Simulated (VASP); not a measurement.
# Ta3PbO (Pm-3m) in VASP: a series of runs

Runs on Ta3PbO. Level: PBE. Tasks: single point, relaxation of cell and atoms.

Program: VASP 6.6.1. These are calculated values, not measurements. Logs are shortened: lines on timing, memory, paths and dates and some standing lists are left out, and cuts for length are marked.

## Step 1: The cell of the first run

The structure is cubic, space group Pm-3m (No. 221). The conventional cell has a = 4.343 Å, b = 4.343 Å, c = 4.343 Å, α = 90.00°, β = 90.00°, γ = 90.00°. Within 2.9 Å of Ta (site symmetry 4/mmm) lie 2 O at 2.17 Å. Pb (site symmetry m-3m) has 12 Ta at 3.07 Å and 8 O at 3.76 Å within 4.0 Å. Within 2.9 Å of O (site symmetry m-3m) lie 6 Ta at 2.17 Å.

## Step 2: Single point, PBE

Contents of INCAR:

```
SYSTEM = Ta3PbO
  PREC = Accurate
  ENCUT = 520
  EDIFF = 1E-6
  ISMEAR = 0
  SIGMA = 0.1
  LREAL = .False.
  LASPH = .True.
  NELM = 100
  ALGO = Normal
  ISIF = 2
  LWAVE = .False.
  LCHARG = .False.
  GGA = PE
  NBANDS = 34
```

Contents of KPOINTS:

```
Automatic mesh
0
Gamma
  10 10 10
  0 0 0
```

Contents of POSCAR:

```
Ta3PbO
1.0
    4.3433767914      0.0000000000      0.0000000000
    0.0000000000      4.3433767914      0.0000000000
    0.0000000000      0.0000000000      4.3433767914
Ta Pb O
3 1 1
Direct
    0.5000000000      0.0000000000      0.0000000000
    0.0000000000      0.5000000000      0.0000000000
    0.0000000000      0.0000000000      0.5000000000
    0.5000000000      0.5000000000      0.5000000000
    0.0000000000      0.0000000000      0.0000000000
```

Potentials or basis: VASP PAW PBE potentials, release 64 (Ta_pv, Pb_d, O).

The run is started by

```bash
cat potpaw_PBE.64/Ta_pv/POTCAR potpaw_PBE.64/Pb_d/POTCAR potpaw_PBE.64/O/POTCAR > POTCAR
mpirun -np 1 vasp_std > vasp.out
```

OUTCAR:

```text
SYSTEM = Ta3PbO
   PREC = Accurate
   ENCUT = 520
   EDIFF = 1E-6
   ISMEAR = 0
   LREAL = .False.
   LASPH = .True.
   NELM = 100
   ISIF = 2
   GGA = PE

 ion  position               nearest neighbor table
   1  0.500  0.000  0.000-   5 2.17   5 2.17   4 3.07   2 3.07   3 3.07   4 3.07   2 3.07   4 3.07
                             4 3.07   2 3.07   3 3.07   3 3.07   3 3.07   2 3.07
   2  0.000  0.500  0.000-   5 2.17   5 2.17   4 3.07   1 3.07   3 3.07   4 3.07   1 3.07   3 3.07
                             3 3.07   3 3.07   1 3.07   4 3.07   4 3.07   1 3.07
   3  0.000  0.000  0.500-   5 2.17   5 2.17   4 3.07   1 3.07   1 3.07   2 3.07   2 3.07   2 3.07
                             4 3.07   2 3.07   1 3.07   4 3.07   1 3.07   4 3.07
   4  0.500  0.500  0.500-   1 3.07   2 3.07   3 3.07   1 3.07   2 3.07   1 3.07   3 3.07   1 3.07
                             2 3.07   3 3.07   2 3.07   3 3.07
   5  0.000  0.000  0.000-   1 2.17   2 2.17   3 2.17   3 2.17   2 2.17   1 2.17

  LATTYP: Found a simple cubic cell.
 ALAT       =     4.3433767914

  Lattice vectors:

 A1 = (   4.3433767914,   0.0000000000,   0.0000000000)
 A2 = (   0.0000000000,   4.3433767914,   0.0000000000)
 A3 = (   0.0000000000,   0.0000000000,   4.3433767914)

Analysis of symmetry for initial positions (statically):
=====================================================================
 Subroutine PRICEL returns:
 Original cell was already a primitive cell.

 Routine SETGRP: Setting up the symmetry group for a
 simple cubic supercell.

 Subroutine GETGRP returns: Found 48 space group operations
 (whereof 48 operations were pure point group operations)
 out of a pool of 48 trial point group operations.

The static configuration has the point symmetry O_h .

Analysis of symmetry for dynamics (positions and initial velocities):
=====================================================================
 Subroutine PRICEL returns:
 Original cell was already a primitive cell.

 Routine SETGRP: Setting up the symmetry group for a
 simple cubic supercell.

 Subroutine GETGRP returns: Found 48 space group operations
 (whereof 48 operations were pure point group operations)
 out of a pool of 48 trial point group operations.

The dynamic configuration has the point symmetry O_h .

 Subroutine INISYM returns: Found 48 space group operations
 (whereof 48 operations are pure point group operations),
 and found     1 'primitive' translations

----------------------------------------------------------------------------------------

                                     Primitive cell

  volume of cell :      81.9375

  direct lattice vectors                    reciprocal lattice vectors
     4.343376791  0.000000000  0.000000000     0.230235609  0.000000000  0.000000000
     0.000000000  4.343376791  0.000000000     0.000000000  0.230235609  0.000000000
     0.000000000  0.000000000  4.343376791     0.000000000  0.000000000  0.230235609

  length of vectors
     4.343376791  4.343376791  4.343376791     0.230235609  0.230235609  0.230235609

  position of ions in fractional coordinates (direct lattice)
     0.500000000  0.000000000  0.000000000
     0.000000000  0.500000000  0.000000000
     0.000000000  0.000000000  0.500000000
     0.500000000  0.500000000  0.500000000
     0.000000000  0.000000000  0.000000000

  ion indices of the primitive-cell ions
   primitive index   ion index
                 1           1
                 2           2
                 3           3
                 4           4
                 5           5

----------------------------------------------------------------------------------------

 KPOINTS: Automatic mesh

Automatic generation of k-mesh.
 Grid dimensions read from file:
 generate k-points for:   10   10   10

 Generating k-lattice:

  Cartesian coordinates                     Fractional coordinates (reciprocal lattice)
     0.023023561  0.000000000  0.000000000     0.100000000  0.000000000  0.000000000
     0.000000000  0.023023561  0.000000000     0.000000000  0.100000000  0.000000000
     0.000000000  0.000000000  0.023023561     0.000000000  0.000000000  0.100000000

  Length of vectors
     0.023023561  0.023023561  0.023023561

  Shift w.r.t. Gamma in fractional coordinates (k-lattice)
     0.000000000  0.000000000  0.000000000

 Subroutine IBZKPT returns following result:
 ===========================================

 Found     56 irreducible k-points:

 Following reciprocal coordinates:
            Coordinates               Weight
  0.000000  0.000000  0.000000      1.000000
  0.100000  0.000000  0.000000      6.000000
  0.200000  0.000000  0.000000      6.000000
  0.300000  0.000000  0.000000      6.000000
  0.400000  0.000000  0.000000      6.000000
  0.500000  0.000000  0.000000      3.000000
[... 16 lines left out ...]
  0.200000  0.100000  0.100000     24.000000
  0.300000  0.100000  0.100000     24.000000
 [... further k-points ...]
   k-points           NKPTS =     56   k-points in BZ     NKDIM =     56   number of bands    NBANDS=     34
   number of dos      NEDOS =    301   number of ions     NIONS =      5
   total plane-waves  NPLWV =  32768
   dimension x,y,z NGX =    32 NGY =   32 NGZ =   32
   dimension x,y,z NGXF=    64 NGYF=   64 NGZF=   64
   ions per type =               3   1   1
   NGX,Y,Z   is equivalent  to a cutoff of  12.25, 12.25, 12.25 a.u.
   NGXF,Y,Z  is equivalent  to a cutoff of  24.50, 24.50, 24.50 a.u.
 SYSTEM =  Ta3PbO
   PREC   = accura    normal or accurate (medium, high low for compatibility)
   ISTART =      0    job   : 0-new  1-cont  2-samecut
   ICHARG =      2    charge: 1-file 2-atom 10-const
   ISPIN  =      1    spin polarized calculation?
   LNONCOLLINEAR =      F non collinear calculations
   LSORBIT =      F    spin-orbit coupling
   LASPH  =      T    aspherical Exc in radial PAW
   ENCUT  =  520.0 eV  38.22 Ry    6.18 a.u.   8.08  8.08  8.08*2*pi/ulx,y,z
   NELM   =    100;   NELMIN=  2; NELMDL= -5     # of ELM steps
   EDIFF  = 0.1E-05   stopping-criterion for ELM
   LREAL  =      F    real-space projection
   EDIFFG = 0.1E-04   stopping-criterion for IOM
   NSW    =      0    number of steps for IOM
   IBRION =     -1    ionic relax: 0-MD 1-quasi-New 2-CG
   NFREE  =      0    steps in history (QN), initial steepest desc. (CG)
   ISIF   =      2    stress and relaxation
   ISYM   =      2    0-nonsym 1-usesym 2-fastsym
   POTIM  = 0.5000    time-step for ionic-motion
   TEBEG  =    0.0;   TEEND  =   0.0 temperature during run
   PSTRESS=    0.0 pullay stress
   NELECT =      53.0000    total number of electrons
   NUPDOWN=      -1.0000    fix difference up-down
   EMIN   =  10.00;   EMAX   =-10.00  energy-range for DOS
   EFERMI =   0.00;   METHOD = LEGACY
   ISMEAR =     0;   SIGMA  =   0.10  broadening in eV -4-tet -1-fermi 0-gaus
   EFERMI_NEDOS =   21; number of points for ismear=-14 and -15
   IALGO  =     38    algorithm
   IMIX   =      4    mixing-type and parameters
     AMIX     =   0.40;   BMIX     =  1.00
     AMIX_MAG =   1.60;   BMIX_MAG =  1.00
  volume/ion in A,a.u.               =      16.39       110.59
  Fermi-wavevector in a.u.,A,eV,Ry     =   1.415813  2.675499 27.273245  2.004527
  Thomas-Fermi vector in A             =   2.537213
   LORBIT       =      0    0 simple, 1 ext, 2 COOP (PROOUT), +10 PAW based schemes
   GGA     = PE    functional components
   LHFCALC =     F    Hartree Fock is set to
   AEXX    =    0.0000 exact exchange contribution
   IVDW    =     0    specifies the selected vdW correction
   LEPSILON=     F    determine dielectric tensor
   LRPA    =     F    only Hartree local field effects (RPA)
 non-spin polarized calculation
 Gauss-broadening in eV      SIGMA  =   0.10
  energy-cutoff  :      520.00
  volume of cell :       81.94
 maximum number of plane-waves:      2272
   NGX = 17   NGY = 17   NGZ = 17

 number of electron      53.0000007 magnetization

 Free energy of the ion-electron system (eV)
  ---------------------------------------------------
  ext. energy  EPLUGINS =         0.00000000
  ---------------------------------------------------
  free energy    TOTEN  =       -45.16715518 eV

  energy without entropy =      -45.15361211  energy(sigma->0) =      -45.16038364

 E-fermi :   7.8903     XC(G=0): -12.4515

 val. band max:        7.8884929005   @ k =   0.4000   0.1000   0.0000
 cond. band min:       7.9000358332   @ k =   0.4000   0.2000   0.2000
 fundamental gap:      0.0115429327
 Fermi energy:         7.8903133934

 k-point     1 :       0.0000    0.0000    0.0000
  band No.  band energies     occupation
      1     -27.2118      2.00000
      2     -27.2118      2.00000
      3     -27.2118      2.00000
      4     -26.7250      2.00000
      5     -26.7250      2.00000
      6     -26.7250      2.00000
[... 26 lines left out ...]
     33      10.5143      0.00000
     34      11.1856      0.00000

 k-point     2 :       0.1000    0.0000    0.0000
  band No.  band energies     occupation
      1     -27.2052      2.00000
      2     -27.2052      2.00000
      3     -27.2042      2.00000
      4     -26.7274      2.00000
      5     -26.7274      2.00000
      6     -26.7259      2.00000
[... 26 lines left out ...]
     33      10.8346      0.00000
     34      11.2674      0.00000

 k-point     3 :       0.2000    0.0000    0.0000
  band No.  band energies     occupation
      1     -27.1869      2.00000
      2     -27.1869      2.00000
      3     -27.1818      2.00000
      4     -26.7354      2.00000
      5     -26.7354      2.00000
      6     -26.7284      2.00000
[... 26 lines left out ...]
     33      11.2193      0.00000
     34      11.6437      0.00000
[... 704 lines left out ...]
 k-point    23 :       0.2000    0.1000    0.1000
  band No.  band energies     occupation
      1     -27.2570      2.00000
      2     -27.1489      2.00000
      3     -27.1169      2.00000
      4     -26.7672      2.00000
      5     -26.7602      2.00000
      6     -26.7193      2.00000
[... 26 lines left out ...]
     33      11.1039      0.00000
     34      11.4509      0.00000

 k-point    24 :       0.3000    0.1000    0.1000
  band No.  band energies     occupation
      1     -27.2605      2.00000
      2     -27.1240      2.00000
      3     -27.0632      2.00000
      4     -26.8078      2.00000
      5     -26.7945      2.00000
      6     -26.7280      2.00000
[... 26 lines left out ...]
     33      10.9553      0.00000
     34      11.1774      0.00000

 [... further k-points ...]
[... 5 lines left out ...]
  --------------------------------------------------------------------------------------
  -------------------------------------------------------------------------------------
  Total        0.1213935      0.1213935      0.1213935     -0.0000000      0.0000000     -0.0000000
  in kB        2.3736871      2.3736871      2.3736871     -0.0000000      0.0000000     -0.0000000
  external PRESSURE =       2.3736871 kB  Pullay stress =       0.0000000 kB

 VOLUME and BASIS-vectors are now :
 -----------------------------------------------------------------------------
  energy-cutoff  :      520.00
  volume of cell :       81.94
      direct lattice vectors                 reciprocal lattice vectors
     4.343376791  0.000000000  0.000000000     0.230235609  0.000000000  0.000000000
     0.000000000  4.343376791  0.000000000     0.000000000  0.230235609  0.000000000
     0.000000000  0.000000000  4.343376791     0.000000000  0.000000000  0.230235609

 POSITION                                       TOTAL-FORCE (eV/Angst)
 -----------------------------------------------------------------------------------
      2.17169      0.00000      0.00000         0.000000      0.000000      0.000000
      0.00000      2.17169      0.00000         0.000000      0.000000      0.000000
      0.00000      0.00000      2.17169         0.000000      0.000000      0.000000
      2.17169      2.17169      2.17169         0.000000      0.000000      0.000000
      0.00000      0.00000      0.00000         0.000000      0.000000      0.000000
 -----------------------------------------------------------------------------------
    total drift:                                0.000000      0.000000     -0.000000

  FREE ENERGIE OF THE ION-ELECTRON SYSTEM (eV)
  ---------------------------------------------------
  free  energy   TOTEN  =       -45.1671551795 eV

  energy  without entropy=      -45.1536121082  energy(sigma->0) =      -45.16038364
```

It took 48 s on 1 thread of Intel Xeon 6975P-C (Granite Rapids), shared host; peak memory 0.28 GiB.

Results:

| Item | Value |
| --- | --- |
| Free energy | -45.1672 eV |
| Pressure | 0.2 GPa |

Caveat: spin-orbit coupling is left out, which moves the levels of the heavy elements; an odd number of electrons without spin polarisation forces a metal; a magnetic or distorted state may lie lower.

## Step 3: Relaxation of cell and atoms, PBE

This run uses another cell than the first one, of 16.44 Å³/atom, 1.003 times its volume.

Contents of INCAR:

```
ALGO = Normal
EDIFF = 1E-7
EDIFFG = -0.01
ENCUT = 600
GGA = PE
IBRION = 2
ISIF = 3
ISMEAR = 0
LASPH = T
LCHARG = F
LREAL = F
LWAVE = F
NELM = 100
NSW = 100
PREC = Accurate
SIGMA = 0.1
```

Contents of KPOINTS:

```
k-points
0
Gamma
  10 10 10
```

POSCAR, as its differences from that of step 2:

```diff
@@ -2,5 +2,5 @@
 1.0
-    4.3433767914      0.0000000000      0.0000000000
-    0.0000000000      4.3433767914      0.0000000000
-    0.0000000000      0.0000000000      4.3433767914
+    4.3477136153      0.0000000000      0.0000000000
+    0.0000000000      4.3477136153      0.0000000000
+    0.0000000000      0.0000000000      4.3477136153
 Ta Pb O
```

Potentials or basis: VASP PAW PBE potentials, release 64 (Ta_pv, Pb_d, O).

The run is started by

```bash
cat potpaw_PBE.64/Ta_pv/POTCAR potpaw_PBE.64/Pb_d/POTCAR potpaw_PBE.64/O/POTCAR > POTCAR
mpirun -np 1 vasp_std > vasp.out
```

Wall time 2.5 min (1 thread of Intel Xeon 6975P-C (Granite Rapids), shared host); peak memory 0.33 GiB.

Results (log left out):

```
Free energy                            : -45.1712 eV
Relaxed volume                         : 16.41 Å³/atom
Relaxed cell                           : a = 4.345 Å, b = 4.345 Å, c = 4.345 Å, α = 90.00°, β = 90.00°, γ = 90.00°
Space group after relaxing (to 0.05 Å) : Pm-3m (No. 221)
Energy gained by relaxing              : 0.0 meV/atom
Ionic steps                            : 3
Pressure after relaxing                : 0.0 GPa
```

The path:
| step | energy change (eV) | largest force (eV/Å) | pressure (GPa) | volume (Å³) |
| --- | --- | --- | --- | --- |
| 1 | 0.0000 | 0.0000 | -0.32 | 82.18 |
| 2 | 0.0003 | 0.0000 | 0.55 | 81.80 |
| 3 | -0.0001 | 0.0000 | 0.01 | 82.04 |

Final structure:
```
Ta Pb O
1.0
     4.34518    0.00000    0.00000
     0.00000    4.34518    0.00000
     0.00000    0.00000    4.34518
Ta Pb O
3 1 1
Direct
  0.50000 0.00000 0.00000
  0.00000 0.50000 0.00000
  0.00000 0.00000 0.50000
  0.50000 0.50000 0.50000
  0.00000 0.00000 0.00000
```

Levels at points of the mesh, in eV from the Fermi level:
```
           k point  band 25  band 26  band 27  band 28  band 29  band 30
(0.00, 0.00, 0.00)    -0.26    -0.26    -0.26     1.05     1.50     1.50
(0.50, 0.00, 0.00)    -0.34     0.57     1.03     1.03     1.14     1.14
(0.50, 0.50, 0.00)    -0.66    -0.66    -0.36     0.69     1.06     1.91
(0.50, 0.50, 0.50)    -1.66    -0.42    -0.42    -0.42     2.32     2.32
```

Caveat: spin-orbit coupling is left out, which moves the levels of the heavy elements; an odd number of electrons without spin polarisation forces a metal; a magnetic or distorted state may lie lower.
